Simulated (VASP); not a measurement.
# CsSnI3 (Pm-3m) in VASP: a series of runs, part 3 of 3

VASP 6.6.1.

## Step 5: Single point, PBEsol

This run uses another cell than the first one, of 47.80 Å³/atom.

Input file INCAR:

```
PREC = Accurate ; ENCUT = 520
EDIFF = 1E-6 ; ISMEAR = -1
SIGMA = 0.03 ; LREAL = False
LASPH = True ; NELM = 60
ALGO = Normal ; ISIF = 2
LWAVE = False ; LCHARG = False
GGA = PS ; NBANDS = 30
```

Input file KPOINTS:

```
Automatic mesh
0
Gamma
  3 3 3
```

Input file POSCAR:

```
CsSnI3
1.0
    6.2057000000      0.0000000000      0.0000000000
    0.0000000000      6.2057000000      0.0000000000
    0.0000000000      0.0000000000      6.2057000000
Cs I Sn
1 3 1
Direct
    0.0000000000      0.0000000000      0.0000000000
    0.5000000000      0.5000000000      0.0000000000
    0.5000000000      0.0000000000      0.5000000000
    0.0000000000      0.5000000000      0.5000000000
    0.5000000000      0.5000000000      0.5000000000
```

Potentials or basis: VASP PAW PBE potentials, release 64 (Cs_sv, I, Sn_d).

Launch:

```bash
> cat potpaw_PBE.64/Cs_sv/POTCAR potpaw_PBE.64/I/POTCAR potpaw_PBE.64/Sn_d/POTCAR > POTCAR
> mpirun -np 1 vasp_std > vasp.out
```

OUTCAR:

```text
PREC = Accurate
   ENCUT = 520
   EDIFF = 1E-6
   ISMEAR = -1
   LREAL = False
   LASPH = True
   NELM = 60
   ISIF = 2
   GGA = PS

 ion  position               nearest neighbor table
   1  0.000  0.000  0.000-
   2  0.500  0.500  0.000-   5 3.10   5 3.10
   3  0.500  0.000  0.500-   5 3.10   5 3.10
   4  0.000  0.500  0.500-   5 3.10   5 3.10
   5  0.500  0.500  0.500-   2 3.10   3 3.10   4 3.10   2 3.10   3 3.10   4 3.10

  LATTYP: Found a simple cubic cell.
 ALAT       =     6.2057000000

  Lattice vectors:

 A1 = (   6.2057000000,   0.0000000000,   0.0000000000)
 A2 = (   0.0000000000,   6.2057000000,   0.0000000000)
 A3 = (   0.0000000000,   0.0000000000,   6.2057000000)

Analysis of symmetry for initial positions (statically):
=====================================================================
 Subroutine PRICEL returns:
 Original cell was already a primitive cell.

 Routine SETGRP: Setting up the symmetry group for a
 simple cubic supercell.

 Subroutine GETGRP returns: Found 48 space group operations
 (whereof 48 operations were pure point group operations)
 out of a pool of 48 trial point group operations.

The static configuration has the point symmetry O_h .

Analysis of symmetry for dynamics (positions and initial velocities):
=====================================================================
 Subroutine PRICEL returns:
 Original cell was already a primitive cell.

 Routine SETGRP: Setting up the symmetry group for a
 simple cubic supercell.

 Subroutine GETGRP returns: Found 48 space group operations
 (whereof 48 operations were pure point group operations)
 out of a pool of 48 trial point group operations.

The dynamic configuration has the point symmetry O_h .

 Subroutine INISYM returns: Found 48 space group operations
 (whereof 48 operations are pure point group operations),
 and found     1 'primitive' translations

----------------------------------------------------------------------------------------

                                     Primitive cell

  volume of cell :     238.9859

  direct lattice vectors                    reciprocal lattice vectors
     6.205700000  0.000000000  0.000000000     0.161142176  0.000000000  0.000000000
     0.000000000  6.205700000  0.000000000     0.000000000  0.161142176  0.000000000
     0.000000000  0.000000000  6.205700000     0.000000000  0.000000000  0.161142176

  length of vectors
     6.205700000  6.205700000  6.205700000     0.161142176  0.161142176  0.161142176

  position of ions in fractional coordinates (direct lattice)
     0.000000000  0.000000000  0.000000000
     0.500000000  0.500000000  0.000000000
     0.500000000  0.000000000  0.500000000
     0.000000000  0.500000000  0.500000000
     0.500000000  0.500000000  0.500000000

  ion indices of the primitive-cell ions
   primitive index   ion index
                 1           1
                 2           2
                 3           3
                 4           4
                 5           5

----------------------------------------------------------------------------------------

 KPOINTS: Automatic mesh

Automatic generation of k-mesh.
 Grid dimensions read from file:
 generate k-points for:    3    3    3

 Generating k-lattice:

  Cartesian coordinates                     Fractional coordinates (reciprocal lattice)
     0.053714059  0.000000000  0.000000000     0.333333333  0.000000000  0.000000000
     0.000000000  0.053714059  0.000000000     0.000000000  0.333333333  0.000000000
     0.000000000  0.000000000  0.053714059     0.000000000  0.000000000  0.333333333

  Length of vectors
     0.053714059  0.053714059  0.053714059

  Shift w.r.t. Gamma in fractional coordinates (k-lattice)
     0.000000000  0.000000000  0.000000000

 Subroutine IBZKPT returns following result:
 ===========================================

 Found      4 irreducible k-points:

 Following reciprocal coordinates:
            Coordinates               Weight
  0.000000  0.000000  0.000000      1.000000
  0.333333  0.000000  0.000000      6.000000
  0.333333  0.333333  0.000000     12.000000
  0.333333  0.333333  0.333333      8.000000
   k-points           NKPTS =      4   k-points in BZ     NKDIM =      4   number of bands    NBANDS=     30
   number of dos      NEDOS =    301   number of ions     NIONS =      5
   total plane-waves  NPLWV = 110592
   dimension x,y,z NGX =    48 NGY =   48 NGZ =   48
   dimension x,y,z NGXF=    96 NGYF=   96 NGZF=   96
   ions per type =               1   3   1
   NGX,Y,Z   is equivalent  to a cutoff of  12.86, 12.86, 12.86 a.u.
   NGXF,Y,Z  is equivalent  to a cutoff of  25.72, 25.72, 25.72 a.u.
 SYSTEM =  unknown system
   PREC   = accura    normal or accurate (medium, high low for compatibility)
   ISTART =      0    job   : 0-new  1-cont  2-samecut
   ICHARG =      2    charge: 1-file 2-atom 10-const
   ISPIN  =      1    spin polarized calculation?
   LNONCOLLINEAR =      F non collinear calculations
   LSORBIT =      F    spin-orbit coupling
   LASPH  =      T    aspherical Exc in radial PAW
   ENCUT  =  520.0 eV  38.22 Ry    6.18 a.u.  11.54 11.54 11.54*2*pi/ulx,y,z
   NELM   =     60;   NELMIN=  2; NELMDL= -5     # of ELM steps
   EDIFF  = 0.1E-05   stopping-criterion for ELM
   LREAL  =      F    real-space projection
   EDIFFG = 0.1E-04   stopping-criterion for IOM
   NSW    =      0    number of steps for IOM
   IBRION =     -1    ionic relax: 0-MD 1-quasi-New 2-CG
   NFREE  =      0    steps in history (QN), initial steepest desc. (CG)
   ISIF   =      2    stress and relaxation
   ISYM   =      2    0-nonsym 1-usesym 2-fastsym
   POTIM  = 0.5000    time-step for ionic-motion
   TEBEG  =    0.0;   TEEND  =   0.0 temperature during run
   PSTRESS=    0.0 pullay stress
   NELECT =      44.0000    total number of electrons
   NUPDOWN=      -1.0000    fix difference up-down
   EMIN   =  10.00;   EMAX   =-10.00  energy-range for DOS
   EFERMI =   0.00;   METHOD = LEGACY
   ISMEAR =    -1;   SIGMA  =   0.03  broadening in eV -4-tet -1-fermi 0-gaus
   EFERMI_NEDOS =   21; number of points for ismear=-14 and -15
   IALGO  =     38    algorithm
   IMIX   =      4    mixing-type and parameters
     AMIX     =   0.40;   BMIX     =  1.00
     AMIX_MAG =   1.60;   BMIX_MAG =  1.00
  volume/ion in A,a.u.               =      47.80       322.55
  Fermi-wavevector in a.u.,A,eV,Ry     =   0.931326  1.759950 11.801253  0.867368
  Thomas-Fermi vector in A             =   2.057807
   LORBIT       =      0    0 simple, 1 ext, 2 COOP (PROOUT), +10 PAW based schemes
   GGA     = PS    functional components
   LHFCALC =     F    Hartree Fock is set to
   AEXX    =    0.0000 exact exchange contribution
   IVDW    =     0    specifies the selected vdW correction
   LEPSILON=     F    determine dielectric tensor
   LRPA    =     F    only Hartree local field effects (RPA)
 non-spin polarized calculation
  energy-cutoff  :      520.00
  volume of cell :      238.99
 maximum number of plane-waves:      6467
 NGX is ok and might be reduce to    48
   NGX = 23   NGY = 23   NGZ = 23

 number of electron      43.9999983 magnetization

 Free energy of the ion-electron system (eV)
  ---------------------------------------------------
  ext. energy  EPLUGINS =         0.00000000
  ---------------------------------------------------
  free energy    TOTEN  =       -15.27388061 eV

  energy without entropy =      -15.27388061  energy(sigma->0) =      -15.27388061

 E-fermi :   1.8803     XC(G=0):  -7.6903

 val. band max:        1.2004811419   @ k =   0.3333   0.3333   0.3333
 cond. band min:       4.2672420250   @ k =   0.3333   0.3333   0.3333
 fundamental gap:      3.0667608831
 Fermi energy:         1.8803432948

 k-point     1 :       0.0000    0.0000    0.0000
  band No.  band energies     occupation
      1     -19.5062      2.00000
      2     -19.1593      2.00000
      3     -19.1593      2.00000
      4     -19.1368      2.00000
      5     -19.1368      2.00000
      6     -19.1368      2.00000
[... 22 lines left out ...]
     29       7.4617      0.00000
     30       7.4617      0.00000

 k-point     2 :       0.3333    0.0000    0.0000
  band No.  band energies     occupation
      1     -19.5059      2.00000
      2     -19.1593      2.00000
      3     -19.1580      2.00000
      4     -19.1369      2.00000
      5     -19.1369      2.00000
      6     -19.1368      2.00000
[... 22 lines left out ...]
     29       6.9139      0.00000
     30       7.4318      0.00000

 k-point     3 :       0.3333    0.3333    0.0000
  band No.  band energies     occupation
      1     -19.5056      2.00000
      2     -19.1586      2.00000
      3     -19.1574      2.00000
      4     -19.1370      2.00000
      5     -19.1369      2.00000
      6     -19.1369      2.00000
[... 22 lines left out ...]
     29       7.3489      0.00000
     30       7.3771      0.00000

 k-point     4 :       0.3333    0.3333    0.3333
  band No.  band energies     occupation
      1     -19.5054      2.00000
      2     -19.1574      2.00000
      3     -19.1574      2.00000
      4     -19.1370      2.00000
      5     -19.1370      2.00000
      6     -19.1370      2.00000
[... 22 lines left out ...]
     29       7.0930      0.00000
     30       7.8297      0.00000

------------------------ aborting loop because EDIFF is reached ----------------------------------------

  FORCE on cell =-STRESS in cart. coord.  units (eV):
  Direction    XX          YY          ZZ          XY          YZ          ZX
  --------------------------------------------------------------------------------------
  -------------------------------------------------------------------------------------
  Total       -1.4125586     -1.4125586     -1.4125586     -0.0000000     -0.0000000      0.0000000
  in kB       -9.4698852     -9.4698852     -9.4698852     -0.0000000     -0.0000000      0.0000000
  external PRESSURE =      -9.4698852 kB  Pullay stress =       0.0000000 kB

 VOLUME and BASIS-vectors are now :
 -----------------------------------------------------------------------------
  energy-cutoff  :      520.00
  volume of cell :      238.99
      direct lattice vectors                 reciprocal lattice vectors
     6.205700000  0.000000000  0.000000000     0.161142176  0.000000000  0.000000000
     0.000000000  6.205700000  0.000000000     0.000000000  0.161142176  0.000000000
     0.000000000  0.000000000  6.205700000     0.000000000  0.000000000  0.161142176

 POSITION                                       TOTAL-FORCE (eV/Angst)
 -----------------------------------------------------------------------------------
      0.00000      0.00000      0.00000         0.000000      0.000000      0.000000
      3.10285      3.10285      0.00000         0.000000      0.000000      0.000000
      3.10285      0.00000      3.10285         0.000000      0.000000      0.000000
      0.00000      3.10285      3.10285         0.000000      0.000000      0.000000
      3.10285      3.10285      3.10285         0.000000      0.000000      0.000000
 -----------------------------------------------------------------------------------
    total drift:                                0.000000     -0.000000     -0.000000

  FREE ENERGIE OF THE ION-ELECTRON SYSTEM (eV)
  ---------------------------------------------------
  free  energy   TOTEN  =       -15.2738806090 eV

  energy  without entropy=      -15.2738806090  energy(sigma->0) =      -15.27388061
```

OSZICAR:

```text
N       E                     dE             d eps       ncg     rms          rms(c)
DAV:   1     0.333069610984E+03    0.33307E+03   -0.17779E+04   240   0.130E+03
DAV:   2     0.261850724980E+02   -0.30688E+03   -0.29271E+03   270   0.270E+02
DAV:   3    -0.137625326257E+02   -0.39948E+02   -0.39603E+02   284   0.111E+02
DAV:   4    -0.154326050124E+02   -0.16701E+01   -0.16658E+01   296   0.267E+01
DAV:   5    -0.154898482852E+02   -0.57243E-01   -0.57238E-01   366   0.476E+00    0.458E+00
DAV:   6    -0.152895457883E+02    0.20030E+00   -0.33176E-01   304   0.325E+00    0.295E+00
DAV:   7    -0.152728876584E+02    0.16658E-01   -0.23170E-01   316   0.208E+00    0.858E-01
DAV:   8    -0.152734460668E+02   -0.55841E-03   -0.35850E-02   282   0.121E+00    0.289E-01
DAV:   9    -0.152738684343E+02   -0.42237E-03   -0.38399E-03   278   0.458E-01    0.687E-02
DAV:  10    -0.152738244630E+02    0.43971E-04   -0.59405E-04   300   0.182E-01    0.299E-02
DAV:  11    -0.152738934673E+02   -0.69004E-04   -0.38326E-04   276   0.113E-01    0.447E-02
DAV:  12    -0.152738831565E+02    0.10311E-04   -0.36497E-05   300   0.330E-02    0.255E-02
DAV:  13    -0.152738813552E+02    0.18012E-05   -0.55311E-06   266   0.122E-02    0.693E-03
DAV:  14    -0.152738806090E+02    0.74619E-06   -0.18950E-06   228   0.108E-02
   1 F= -.15273881E+02 E0= -.15273881E+02  d E =-.617151E-10
```

stdout:

```text
POSCAR found type information on POSCAR CsI Sn
 POSCAR found :  3 types and       5 ions
 scaLAPACK will be used
 -----------------------------------------------------------------------------
|                                                                             |
|                                                                             |
|     You enforced a specific xc type in the INCAR file but a different       |
|     I HOPE YOU KNOW WHAT YOU ARE DOING!                                     |
|                                                                             |
 -----------------------------------------------------------------------------

 LDA part: xc-table for (Slater+PW92), standard interpolation
 POSCAR, INCAR and KPOINTS ok, starting setup
 FFT: planning ... GRIDC
 FFT: planning ... GRID_SOFT
 FFT: planning ... GRID
 WAVECAR not read
 entering main loop
```

Wall time 42 s (1 thread of AMD EPYC 7R13, shared host); peak memory 0.29 GiB.

Results:

| Quantity | Value |
| --- | --- |
| Free energy | -15.2739 eV |
| Pressure | -0.9 GPa |
| Band gap on the k mesh | 3.07 eV |

Levels at points of the mesh, in eV from the valence-band top:
| k point | band 19 | band 20 | band 21 | band 22 | band 23 | band 24 | band 25 | band 26 |
| --- | --- | --- | --- | --- | --- | --- | --- | --- |
| (0.00, 0.00, 0.00) | -0.78 | -0.62 | -0.62 | -0.62 | 3.63 | 4.59 | 4.59 | 4.93 |

Caveat: the PAW data sets were made with another functional, which shifts forces and pressure a little; spin-orbit coupling is left out, which moves the levels of the heavy elements; an odd mesh through Γ misses points on the zone boundary, where band edges can lie.

## Step 6: The runs side by side

```csv
task,level,potentials or basis,cell,k mesh,cutoff (eV),smearing,gap on the mesh (eV),pressure (GPa),relaxed volume (Å³/atom)
single point,RPBE,"VASP PAW PBE potentials, release 64 (Cs_sv, I, Sn_d)","a = 6.421 Å, 5 atoms",5 × 5 × 5,520,fermi-dirac 0.05 eV,1.87,0.0,-
relaxation of cell and atoms,LDA,"VASP PAW LDA potentials, release 64 (Cs_sv, I, Sn_d)","relaxed from a = 6.206 Å, 5 atoms",5 × 5 × 5,600,fermi-dirac 0.05 eV,1.66,0.0,43.74
relaxation of cell and atoms,RPBE,"VASP PAW PBE potentials, release 64 (Cs_sv, I, Sn_d)","relaxed from a = 6.206 Å, 5 atoms",5 × 5 × 5,600,fermi-dirac 0.05 eV,1.87,0.0,52.98
single point,PBEsol,"VASP PAW PBE potentials, release 64 (Cs_sv, I, Sn_d)","a = 6.206 Å, 5 atoms",3 × 3 × 3,520,fermi-dirac 0.03 eV,3.07,-0.9,-
```

Alike in all rows: no spin polarisation.

Caveats: spin-orbit coupling is left out, which moves the levels of the heavy elements; an odd mesh through Γ misses points on the zone boundary, where band edges can lie; the PAW data sets were made with another functional, which shifts forces and pressure a little (at least some runs).

Total energies depend on the potentials used, so only differences within one code and one set of settings carry meaning.
